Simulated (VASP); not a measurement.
## Ca: single point with BLYP+D4

Crystal: Ca.

```
CELL_PARAMETERS angstrom
0.00000 2.79420 2.79420
2.79420 0.00000 2.79420
2.79420 2.79420 0.00000
ATOMIC_POSITIONS crystal
Ca 0.00000 0.00000 0.00000
```

```json
{"Program": "VASP 6.6.1", "Task": "single point", "Functional": "BLYP", "Dispersion": "D4", "Potentials or basis": "VASP PAW PBE potentials, release 64 (Ca_sv)", "Cutoff": "500 eV", "k mesh": "8 × 8 × 8", "Occupations": "fermi-dirac, width 0.1 eV", "Spin": "no spin polarisation"}
```

```json
{
 "Pressure": "-1.4 GPa",
 "Band gap on the k mesh": "zero (bands 5 and 6 overlap by 0.26 eV)",
 "Dispersion energy per atom": "-0.309 eV"
}
```

Levels at points of the mesh, in eV from the Fermi level:
```
           k point  band 2  band 3  band 4  band 5  band 6  band 7  band 8  band 9
(0.00, 0.00, 0.00)  -23.12  -23.12  -23.12   -3.91    2.11    2.11    2.11    3.08
(0.50, 0.00, 0.00)  -23.24  -23.14  -23.14   -0.99   -0.07    2.00    2.00    3.73
(0.50, 0.50, 0.00)  -23.23  -23.16  -23.16   -0.46    0.50    1.01    3.72    3.90
```

Wall time 10 s on 1 thread of Intel(R) Xeon(R) 6975P-C (Granite Rapids), on a shared host, peak memory 0.16 GiB.

Caveat: the PAW data sets were made with another functional, which shifts forces and pressure a little.
